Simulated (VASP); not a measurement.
# Tc (P6_3/mmc) in VASP: notebook

Aim: see how the results for Tc move with the level of theory and the settings. Levels: LDA, PBEsol. Tasks: single point.

Everything below comes from runs of VASP 6.6.1. Logs are shortened: lines on timing, memory, paths and dates and some standing lists are left out, and cuts for length are marked.

### Step 1. The cell of the first run

Symmetry: P6_3/mmc, No. 194, hexagonal system. The conventional cell has a = 2.794 Å, b = 2.794 Å, c = 4.484 Å, α = 90.00°, β = 90.00°, γ = 120.00°. Within 3.6 Å of Tc (site symmetry -6m2) lie 12 Tc at 2.76 to 2.79 Å.

### Step 2. Single point, LDA (15.16 Å³/atom)

Contents of INCAR:

```
  PREC = Accurate
  ENCUT = 520
  EDIFF = 1E-6
  ISMEAR = -1
  SIGMA = 0.05
  LREAL = F
  LASPH = T
  NELM = 80
  ALGO = Normal
  ISIF = 2
  LWAVE = F
  LCHARG = F
  NBANDS = 20
```

Contents of KPOINTS:

```
regular mesh
0
Gamma
  11 11 6
```

Contents of POSCAR:

```
Tc
1.0
    2.7937391334      0.0000000000      0.0000000000
   -1.3968695667      2.4194490611      0.0000000000
    0.0000000000      0.0000000000      4.4842571930
Tc
2
Direct
    0.6666666667      0.3333333333      0.7500000000
    0.3333333333      0.6666666667      0.2500000000
```

Potentials or basis: VASP PAW LDA potentials, release 64 (Tc_pv).

Started as:

```
cat potpaw_LDA.64/Tc_pv/POTCAR > POTCAR
mpirun -np 1 vasp_std > vasp.out
```

OUTCAR:

```text
PREC = Accurate
   ENCUT = 520
   EDIFF = 1E-6
   ISMEAR = -1
   LREAL = F
   LASPH = T
   NELM = 80
   ISIF = 2

 ion  position               nearest neighbor table
   1  0.667  0.333  0.750-   2 2.76   2 2.76   2 2.76   2 2.76   2 2.76   2 2.76
   2  0.333  0.667  0.250-   1 2.76   1 2.76   1 2.76   1 2.76   1 2.76   1 2.76

  LATTYP: Found a hexagonal cell.
 ALAT       =     2.7937391334
 C/A-ratio  =     1.6051094891

  Lattice vectors:

 A1 = (   2.7937391334,   0.0000000000,   0.0000000000)
 A2 = (  -1.3968695667,   2.4194490611,   0.0000000000)
 A3 = (   0.0000000000,   0.0000000000,   4.4842571930)

Analysis of symmetry for initial positions (statically):
=====================================================================
 Subroutine PRICEL returns:
 Original cell was already a primitive cell.

 Routine SETGRP: Setting up the symmetry group for a
 hexagonal supercell.

 Subroutine GETGRP returns: Found 24 space group operations
 (whereof 12 operations were pure point group operations)
 out of a pool of 24 trial point group operations.

The static configuration has the point symmetry D_3d.
 The point group associated with its full space group is D_6h.

Analysis of symmetry for dynamics (positions and initial velocities):
=====================================================================
 Subroutine PRICEL returns:
 Original cell was already a primitive cell.

 Routine SETGRP: Setting up the symmetry group for a
 hexagonal supercell.

 Subroutine GETGRP returns: Found 24 space group operations
 (whereof 12 operations were pure point group operations)
 out of a pool of 24 trial point group operations.

The dynamic configuration has the point symmetry D_3d.
 The point group associated with its full space group is D_6h.

 Subroutine INISYM returns: Found 24 space group operations
 (whereof 12 operations are pure point group operations),
 and found     1 'primitive' translations

----------------------------------------------------------------------------------------

                                     Primitive cell

  volume of cell :      30.3105

  direct lattice vectors                    reciprocal lattice vectors
     2.793739133  0.000000000  0.000000000     0.357943227  0.206658618  0.000000000
    -1.396869567  2.419449061  0.000000000     0.000000000  0.413317237  0.000000000
[... 81 lines left out ...]
   LSORBIT =      F    spin-orbit coupling
   LASPH  =      T    aspherical Exc in radial PAW
   ENCUT  =  520.0 eV  38.22 Ry    6.18 a.u.   5.19  5.19  8.34*2*pi/ulx,y,z
   NELM   =     80;   NELMIN=  2; NELMDL= -5     # of ELM steps
   EDIFF  = 0.1E-05   stopping-criterion for ELM
   LREAL  =      F    real-space projection
   EDIFFG = 0.1E-04   stopping-criterion for IOM
   NSW    =      0    number of steps for IOM
   IBRION =     -1    ionic relax: 0-MD 1-quasi-New 2-CG
   NFREE  =      0    steps in history (QN), initial steepest desc. (CG)
   ISIF   =      2    stress and relaxation
   ISYM   =      2    0-nonsym 1-usesym 2-fastsym
   POTIM  = 0.5000    time-step for ionic-motion
   TEBEG  =    0.0;   TEEND  =   0.0 temperature during run
   PSTRESS=    0.0 pullay stress
   NELECT =      26.0000    total number of electrons
   NUPDOWN=      -1.0000    fix difference up-down
   EMIN   =  10.00;   EMAX   =-10.00  energy-range for DOS
   EFERMI =   0.00;   METHOD = LEGACY
   ISMEAR =    -1;   SIGMA  =   0.05  broadening in eV -4-tet -1-fermi 0-gaus
   EFERMI_NEDOS =   21; number of points for ismear=-14 and -15
   IALGO  =     38    algorithm
   IMIX   =      4    mixing-type and parameters
     AMIX     =   0.40;   BMIX     =  1.00
     AMIX_MAG =   1.60;   BMIX_MAG =  1.00
  volume/ion in A,a.u.               =      15.16       102.27
  Fermi-wavevector in a.u.,A,eV,Ry     =   1.555494  2.939457 32.920133  2.419561
  Thomas-Fermi vector in A             =   2.659427
   LORBIT       =      0    0 simple, 1 ext, 2 COOP (PROOUT), +10 PAW based schemes
   GGA     = CA    functional components
   LHFCALC =     F    Hartree Fock is set to
   AEXX    =    0.0000 exact exchange contribution
   IVDW    =     0    specifies the selected vdW correction
   LEPSILON=     F    determine dielectric tensor
   LRPA    =     F    only Hartree local field effects (RPA)
 non-spin polarized calculation
  energy-cutoff  :      520.00
  volume of cell :       30.31
 maximum number of plane-waves:       829
 NGX is ok and might be reduce to    24
   NGX = 11   NGY = 11   NGZ = 17

 number of electron      25.9999996 magnetization

 Free energy of the ion-electron system (eV)
  ---------------------------------------------------
  ext. energy  EPLUGINS =         0.00000000
  ---------------------------------------------------
  free energy    TOTEN  =       -23.23294207 eV

  energy without entropy =      -23.21473903  energy(sigma->0) =      -23.22384055

 E-fermi :  11.5258     XC(G=0): -13.6946

 val. band max:       11.5209853819   @ k =   0.0909   0.0909   0.0000
 cond. band min:      11.5468334911   @ k =   0.3636   0.2727   0.5000
 fundamental gap:      0.0258481093
 Fermi energy:        11.5257542786

 k-point     1 :       0.0000    0.0000    0.0000
  band No.  band energies     occupation
      1     -27.5917      2.00000
      2     -26.6670      2.00000
      3     -26.6670      2.00000
      4     -26.5089      2.00000
      5     -26.5089      2.00000
      6     -26.4711      2.00000
[... 541 lines left out ...]
     19      22.9770      0.00000
     20      26.4498      0.00000

 [... further k-points ...]

------------------------ aborting loop because EDIFF is reached ----------------------------------------

  FORCE on cell =-STRESS in cart. coord.  units (eV):
  Direction    XX          YY          ZZ          XY          YZ          ZX
  --------------------------------------------------------------------------------------
  -------------------------------------------------------------------------------------
  Total       -4.9674690     -4.9674690     -5.1159883      0.0000000     -0.0000000      0.0000000
  in kB     -262.5747146   -262.5747146   -270.4252742      0.0000000     -0.0000000      0.0000000
  external PRESSURE =    -265.1915678 kB  Pullay stress =       0.0000000 kB

 VOLUME and BASIS-vectors are now :
 -----------------------------------------------------------------------------
  energy-cutoff  :      520.00
  volume of cell :       30.31
      direct lattice vectors                 reciprocal lattice vectors
     2.793739133  0.000000000  0.000000000     0.357943227  0.206658618  0.000000000
    -1.396869567  2.419449061  0.000000000     0.000000000  0.413317237  0.000000000
     0.000000000  0.000000000  4.484257193     0.000000000  0.000000000  0.223002374

 POSITION                                       TOTAL-FORCE (eV/Angst)
 -----------------------------------------------------------------------------------
      1.39687      0.80648      3.36319        -0.000000      0.000000      0.000000
     -0.00000      1.61297      1.12106         0.000000     -0.000000      0.000000
 -----------------------------------------------------------------------------------
    total drift:                               -0.000000      0.000000     -0.000000

  FREE ENERGIE OF THE ION-ELECTRON SYSTEM (eV)
  ---------------------------------------------------
  free  energy   TOTEN  =       -23.2329420679 eV

  energy  without entropy=      -23.2147390294  energy(sigma->0) =      -23.22384055
```

OSZICAR:

```text
N       E                     dE             d eps       ncg     rms          rms(c)
DAV:   1     0.312659140152E+03    0.31266E+03   -0.16484E+04  2584   0.136E+03
DAV:   2    -0.170397220606E+02   -0.32970E+03   -0.32264E+03  2716   0.408E+02
DAV:   3    -0.248583936117E+02   -0.78187E+01   -0.77455E+01  2916   0.735E+01
DAV:   4    -0.249067385059E+02   -0.48345E-01   -0.48341E-01  2800   0.638E+00
DAV:   5    -0.249072022032E+02   -0.46370E-03   -0.46369E-03  2888   0.609E-01    0.187E+01
DAV:   6    -0.233870307288E+02    0.15202E+01   -0.31292E+00  2784   0.162E+01    0.495E+00
DAV:   7    -0.232454881858E+02    0.14154E+00   -0.35099E-01  2920   0.492E+00    0.774E-01
DAV:   8    -0.232329872918E+02    0.12501E-01   -0.84037E-03  2636   0.919E-01    0.159E-01
DAV:   9    -0.232329288735E+02    0.58418E-04   -0.21113E-04  2944   0.125E-01    0.311E-02
DAV:  10    -0.232329420535E+02   -0.13180E-04   -0.19068E-05  2804   0.328E-02    0.102E-02
DAV:  11    -0.232329420679E+02   -0.14369E-07   -0.12452E-06  1672   0.106E-02
   1 F= -.23232942E+02 E0= -.23223841E+02  d E =-.182030E-01
```

stdout:

```text
POSCAR found type information on POSCAR Tc
 POSCAR found :  1 types and       2 ions
 scaLAPACK will be used
 LDA part: xc-table for (Slater(with rela. corr.)+CA(PZ))
 , standard interpolation
 POSCAR, INCAR and KPOINTS ok, starting setup
 FFT: planning ... GRIDC
 FFT: planning ... GRID_SOFT
 FFT: planning ... GRID
 WAVECAR not read
 entering main loop
```

Run time: 38 s. Hardware: 1 thread of Intel Xeon Platinum 8259CL at 2.50GHz (Skylake/Cascade Lake), shared host; peak memory 0.15 GiB.

Results:

```
Free energy            : -23.2329 eV
Pressure               : -26.5 GPa
Band gap on the k mesh : zero (bands 13 and 14 overlap by 2.87 eV)
```

Stress tensor (GPa, compression positive):
```
-26.26   0.00   0.00
  0.00 -26.26   0.00
  0.00   0.00 -27.04
```

Caveat: the cell stands under tension.

### Step 3. Single point, PBEsol

This run uses another cell than the first one, of 14.58 Å³/atom.

Contents of INCAR:

```
SYSTEM = Tc
ALGO = Normal
EDIFF = 1E-6
ENCUT = 560
GGA = PS
GGA_COMPAT = .FALSE.
ISIF = 2
ISMEAR = -1
LASPH = .TRUE.
LCHARG = .FALSE.
LREAL = .FALSE.
LWAVE = .FALSE.
NBANDS = 22
NELM = 120
PREC = Accurate
SIGMA = 0.05
```

Contents of KPOINTS:

```
k-points
0
G
  11 11 6
  0 0 0
```

Contents of POSCAR:

```
Tc
1.0
    2.7581462242      0.0000000000      0.0000000000
   -1.3790731121      2.3886246975      0.0000000000
    0.0000000000      0.0000000000      4.4271266766
Tc
2
Direct
    0.6666666667      0.3333333333      0.7500000000
    0.3333333333      0.6666666667      0.2500000000
```

Potentials or basis: VASP PAW PBE potentials, release 64 (Tc_sv).

Started as:

```
cat potpaw_PBE.64/Tc_sv/POTCAR > POTCAR
mpirun -np 1 vasp_std > vasp.out
```

Run time: 45 s. Hardware: 1 thread of AMD EPYC 7R13 (Zen 3), shared host; peak memory 0.13 GiB.

The run converged. Its results:

* Free energy: -22.5170 eV
* Pressure: -12.9 GPa
* Band gap on the k mesh: zero (bands 15 and 16 overlap by 3.04 eV)

Stress tensor (GPa, compression positive):
```
-12.78   0.00   0.00
  0.00 -12.78   0.00
  0.00   0.00 -13.04
```

Levels at points of the mesh, in eV from the Fermi level:
```csv
k point,band 11,band 12,band 13,band 14,band 15,band 16,band 17,band 18,band 19,band 20
"(0.00, 0.00, 0.00)",-1.50,-1.50,-1.44,-0.80,-0.80,-0.10,-0.10,1.63,2.49,2.49
"(0.00, 0.00, 0.50)",-1.85,-1.85,-1.63,-1.63,-1.63,-1.63,1.83,1.83,1.83,1.83
```

Caveat: the cell stands under tension; the PAW data sets were made with another functional, which shifts forces and pressure a little.

The gap in the log of VASP goes by the Fermi energy; the results here count the filled bands.